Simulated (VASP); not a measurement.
# Re (I4/mmm) in VASP: further runs

The runs below take Re through single point, with PBE.

All numbers are computed with VASP 6.6.1; they aren't measurements. Logs are shortened: lines on timing, memory, paths and dates and some standing lists are left out, and cuts for length are marked.

### 1 The cell of the first run

Symmetry: I4/mmm, No. 139, tetragonal system. The conventional cell has a = 3.176 Å, b = 3.176 Å, c = 2.975 Å, α = 90.00°, β = 90.00°, γ = 90.00°. Within 3.6 Å of Re (site symmetry 4/mmm) lie 14 Re at 2.69 to 3.18 Å.

### 2 Single point, PBE (15.01 Å³/atom)

INCAR

```
PREC = Accurate
ENCUT = 560
EDIFF = 1E-6
ISMEAR = 0
SIGMA = 0.15
LREAL = F
LASPH = T
NELM = 120
ALGO = Normal
ISIF = 2
LWAVE = F
LCHARG = F
GGA = PE
NBANDS = 14
GGA_COMPAT = F
```

KPOINTS

```
regular mesh
0
Gamma
  10 10 10
```

POSCAR

```
Re
1.0
    0.0000000000      2.2458354824      1.4876414236
    2.2458354824      0.0000000000      1.4876414236
    2.2458354824      2.2458354824      0.0000000000
Re
1
Direct
    0.0000000000      0.0000000000      0.0000000000
```

Potentials or basis: VASP PAW PBE potentials, release 64 (Re_sv_GW).

Started as:

```sh
cat potpaw_PBE.64/Re_sv_GW/POTCAR > POTCAR
mpirun -np 1 vasp_std > vasp.out
```

OUTCAR:

```text
PREC = Accurate
   ENCUT = 560
   EDIFF = 1E-6
   ISMEAR = 0
   LREAL = F
   LASPH = T
   NELM = 120
   ISIF = 2
   GGA = PE

 ion  position               nearest neighbor table
   1  0.000  0.000  0.000-

  LATTYP: Found a body centered tetragonal cell.
 ALAT       =     3.1760909981
 C/A-ratio  =     0.9367750638

  Lattice vectors:

 A1 = (   0.0000000000,  -2.2458354824,  -1.4876414236)
 A2 = (   0.0000000000,   2.2458354824,  -1.4876414236)
 A3 = (   2.2458354824,   0.0000000000,   1.4876414236)

Analysis of symmetry for initial positions (statically):
=====================================================================
 Subroutine PRICEL returns:
 Original cell was already a primitive cell.

 Routine SETGRP: Setting up the symmetry group for a
 body centered tetragonal supercell.

 Subroutine GETGRP returns: Found 16 space group operations
 (whereof 16 operations were pure point group operations)
 out of a pool of 16 trial point group operations.

The static configuration has the point symmetry D_4h.

Analysis of symmetry for dynamics (positions and initial velocities):
=====================================================================
 Subroutine PRICEL returns:
 Original cell was already a primitive cell.

 Routine SETGRP: Setting up the symmetry group for a
 body centered tetragonal supercell.

 Subroutine GETGRP returns: Found 16 space group operations
 (whereof 16 operations were pure point group operations)
 out of a pool of 16 trial point group operations.

The dynamic configuration has the point symmetry D_4h.

 Subroutine INISYM returns: Found 16 space group operations
 (whereof 16 operations are pure point group operations),
 and found     1 'primitive' translations

----------------------------------------------------------------------------------------

                                     Primitive cell

  volume of cell :      15.0067

  direct lattice vectors                    reciprocal lattice vectors
     0.000000000  2.245835482  1.487641424    -0.222634295  0.222634295  0.336102499
     2.245835482  0.000000000  1.487641424     0.222634295 -0.222634295  0.336102499
     2.245835482  2.245835482  0.000000000     0.222634295  0.222634295 -0.336102499

  length of vectors
     2.693854862  2.693854862  3.176090998     0.460539845  0.460539845  0.460539845

  position of ions in fractional coordinates (direct lattice)
     0.000000000  0.000000000  0.000000000

  ion indices of the primitive-cell ions
   primitive index   ion index
                 1           1

----------------------------------------------------------------------------------------

 KPOINTS: regular mesh

Automatic generation of k-mesh.
 Grid dimensions read from file:
 generate k-points for:   10   10   10

 Generating k-lattice:

  Cartesian coordinates                     Fractional coordinates (reciprocal lattice)
    -0.022263430  0.022263430  0.033610250     0.100000000  0.000000000  0.000000000
     0.022263430 -0.022263430  0.033610250     0.000000000  0.100000000  0.000000000
     0.022263430  0.022263430 -0.033610250     0.000000000  0.000000000  0.100000000

  Length of vectors
     0.046053984  0.046053984  0.046053984

  Shift w.r.t. Gamma in fractional coordinates (k-lattice)
     0.000000000  0.000000000  0.000000000

 Subroutine IBZKPT returns following result:
 ===========================================

 Found    102 irreducible k-points:

 Following reciprocal coordinates:
            Coordinates               Weight
  0.000000  0.000000  0.000000      1.000000
  0.100000 -0.000000  0.000000      8.000000
  0.200000 -0.000000  0.000000      8.000000
  0.300000  0.000000  0.000000      8.000000
  0.400000  0.000000  0.000000      8.000000
  0.500000  0.000000  0.000000      4.000000
[... 16 lines left out ...]
  0.300000  0.300000  0.000000      2.000000
  0.400000  0.300000  0.000000      8.000000
 [... further k-points ...]
   k-points           NKPTS =    102   k-points in BZ     NKDIM =    102   number of bands    NBANDS=     14
   number of dos      NEDOS =    301   number of ions     NIONS =      1
   total plane-waves  NPLWV =  16128
   dimension x,y,z NGX =    24 NGY =   24 NGZ =   28
   dimension x,y,z NGXF=    48 NGYF=   48 NGZF=   56
   ions per type =               1
   NGX,Y,Z   is equivalent  to a cutoff of  14.81, 14.81, 14.66 a.u.
   NGXF,Y,Z  is equivalent  to a cutoff of  29.62, 29.62, 29.31 a.u.
 SYSTEM =  unknown system
   PREC   = accura    normal or accurate (medium, high low for compatibility)
   ISTART =      0    job   : 0-new  1-cont  2-samecut
   ICHARG =      2    charge: 1-file 2-atom 10-const
   ISPIN  =      1    spin polarized calculation?
   LNONCOLLINEAR =      F non collinear calculations
   LSORBIT =      F    spin-orbit coupling
   LASPH  =      T    aspherical Exc in radial PAW
   ENCUT  =  560.0 eV  41.16 Ry    6.42 a.u.   5.20  5.20  6.13*2*pi/ulx,y,z
   NELM   =    120;   NELMIN=  2; NELMDL= -5     # of ELM steps
   EDIFF  = 0.1E-05   stopping-criterion for ELM
   LREAL  =      F    real-space projection
   EDIFFG = 0.1E-04   stopping-criterion for IOM
   NSW    =      0    number of steps for IOM
   IBRION =     -1    ionic relax: 0-MD 1-quasi-New 2-CG
   NFREE  =      0    steps in history (QN), initial steepest desc. (CG)
   ISIF   =      2    stress and relaxation
   ISYM   =      2    0-nonsym 1-usesym 2-fastsym
   POTIM  = 0.5000    time-step for ionic-motion
   TEBEG  =    0.0;   TEEND  =   0.0 temperature during run
   PSTRESS=    0.0 pullay stress
   NELECT =      15.0000    total number of electrons
   NUPDOWN=      -1.0000    fix difference up-down
   EMIN   =  10.00;   EMAX   =-10.00  energy-range for DOS
   EFERMI =   0.00;   METHOD = LEGACY
   ISMEAR =     0;   SIGMA  =   0.15  broadening in eV -4-tet -1-fermi 0-gaus
   EFERMI_NEDOS =   21; number of points for ismear=-14 and -15
   IALGO  =     38    algorithm
   IMIX   =      4    mixing-type and parameters
     AMIX     =   0.40;   BMIX     =  1.00
     AMIX_MAG =   1.60;   BMIX_MAG =  1.00
  volume/ion in A,a.u.               =      15.01       101.27
  Fermi-wavevector in a.u.,A,eV,Ry     =   1.636856  3.093210 36.454067  2.679298
  Thomas-Fermi vector in A             =   2.728093
   LORBIT       =      0    0 simple, 1 ext, 2 COOP (PROOUT), +10 PAW based schemes
   GGA     = PE    functional components
   LHFCALC =     F    Hartree Fock is set to
   AEXX    =    0.0000 exact exchange contribution
   IVDW    =     0    specifies the selected vdW correction
   LEPSILON=     F    determine dielectric tensor
   LRPA    =     F    only Hartree local field effects (RPA)
 non-spin polarized calculation
 Gauss-broadening in eV      SIGMA  =   0.15
  energy-cutoff  :      560.00
  volume of cell :       15.01
 maximum number of plane-waves:       466
 NGX is ok and might be reduce to    24
   NGX = 11   NGY = 11   NGZ = 13

 number of electron      15.0000001 magnetization

 Free energy of the ion-electron system (eV)
  ---------------------------------------------------
  ext. energy  EPLUGINS =         0.00000000
  ---------------------------------------------------
  free energy    TOTEN  =       -13.75784595 eV

  energy without entropy =      -13.74739825  energy(sigma->0) =      -13.75262210

 E-fermi :  13.5346     XC(G=0): -14.1088

 val. band max:       13.5185996931   @ k =   0.4000   0.0000   0.2000
 cond. band min:      13.5417483799   @ k =   0.5000   0.0000   0.5000
 fundamental gap:      0.0231486867
 Fermi energy:        13.5346414918

 k-point     1 :       0.0000    0.0000    0.0000
  band No.  band energies     occupation
      1     -67.2084      2.00000
      2     -28.4801      2.00000
      3     -28.4801      2.00000
      4     -28.3666      2.00000
      5       2.9946      2.00000
      6      10.4276      2.00000
      7      11.3282      2.00000
      8      11.3282      2.00000
      9      13.8143      0.00837
     10      14.8785      0.00000
     11      27.8541      0.00000
     12      27.8541      0.00000
     13      29.1626      0.00000
     14      39.8384      0.00000

 k-point     2 :       0.1000   -0.0000    0.0000
  band No.  band energies     occupation
      1     -67.1972      2.00000
      2     -28.5604      2.00000
      3     -28.5187      2.00000
      4     -28.4064      2.00000
      5       3.4850      2.00000
      6      10.4195      2.00000
      7      11.2203      2.00000
      8      11.5079      2.00000
      9      13.8070      0.01023
     10      14.5895      0.00000
     11      28.5460      0.00000
     12      28.6888      0.00000
     13      29.7191      0.00000
     14      37.2376      0.00000

 k-point     3 :       0.2000   -0.0000    0.0000
  band No.  band energies     occupation
      1     -67.1677      2.00000
      2     -28.8403      2.00000
      3     -28.6186      2.00000
      4     -28.4325      2.00000
      5       4.7598      2.00000
      6       9.8945      2.00000
      7      10.8047      2.00000
      8      12.6817      2.00000
      9      13.9269      0.00022
     10      14.3920      0.00000
     11      28.8741      0.00000
     12      30.6264      0.00000
     13      30.9816      0.00000
     14      35.5983      0.00000
[... 324 lines left out ...]
 k-point    23 :       0.3000    0.3000    0.0000
  band No.  band energies     occupation
      1     -67.0655      2.00000
      2     -29.1124      2.00000
      3     -29.0226      2.00000
      4     -29.0226      2.00000
      5       8.4190      2.00000
      6       8.6850      2.00000
      7      12.1467      2.00000
      8      12.1467      2.00000
      9      14.3072      0.00000
     10      17.1719      0.00000
     11      28.1442      0.00000
     12      30.0358      0.00000
     13      30.0358      0.00000
     14      33.0915      0.00000

 k-point    24 :       0.4000    0.3000    0.0000
  band No.  band energies     occupation
      1     -67.0431      2.00000
      2     -29.2711      2.00000
      3     -29.1324      2.00000
      4     -28.9975      2.00000
      5       7.8367      2.00000
      6       8.3903      2.00000
      7      12.4941      2.00000
      8      12.9381      2.00000
      9      16.0946      0.00000
     10      18.6559      0.00000
     11      25.7214      0.00000
     12      27.0834      0.00000
     13      30.6037      0.00000
     14      33.6470      0.00000

 [... further k-points ...]

------------------------ aborting loop because EDIFF is reached ----------------------------------------

  FORCE on cell =-STRESS in cart. coord.  units (eV):
  Direction    XX          YY          ZZ          XY          YZ          ZX
  --------------------------------------------------------------------------------------
  -------------------------------------------------------------------------------------
  Total        0.0419419      0.0419419      0.1160939      0.0000000     -0.0000000     -0.0000000
  in kB        4.4779036      4.4779036     12.3946983      0.0000000     -0.0000000     -0.0000000
  external PRESSURE =       7.1168352 kB  Pullay stress =       0.0000000 kB

 VOLUME and BASIS-vectors are now :
 -----------------------------------------------------------------------------
  energy-cutoff  :      560.00
  volume of cell :       15.01
      direct lattice vectors                 reciprocal lattice vectors
     0.000000000  2.245835482  1.487641424    -0.222634295  0.222634295  0.336102499
     2.245835482  0.000000000  1.487641424     0.222634295 -0.222634295  0.336102499
     2.245835482  2.245835482  0.000000000     0.222634295  0.222634295 -0.336102499

 POSITION                                       TOTAL-FORCE (eV/Angst)
 -----------------------------------------------------------------------------------
      0.00000      0.00000      0.00000         0.000000      0.000000     -0.000000
 -----------------------------------------------------------------------------------
    total drift:                               -0.000000      0.000000      0.000000

  FREE ENERGIE OF THE ION-ELECTRON SYSTEM (eV)
  ---------------------------------------------------
  free  energy   TOTEN  =       -13.7578459478 eV

  energy  without entropy=      -13.7473982496  energy(sigma->0) =      -13.75262210
```

It took 16 s on 1 thread of AMD EPYC 9R45 (Zen 5), shared host; peak memory 0.14 GiB.

What came out:

```yaml
Free_energy: -13.7578 eV
Pressure: 0.7 GPa
Band_gap_on_the_k_mesh: zero (an odd number of electrons rules out a gap without spin polarisation)
```

Stress tensor (GPa, compression positive):
```
0.45 0.00 0.00
0.00 0.45 0.00
0.00 0.00 1.24
```

Caveat: spin-orbit coupling is left out, which moves the levels of the heavy elements.

[end of part 1 of 2]

The gap in the log of VASP goes by the Fermi energy; the results here count the filled bands.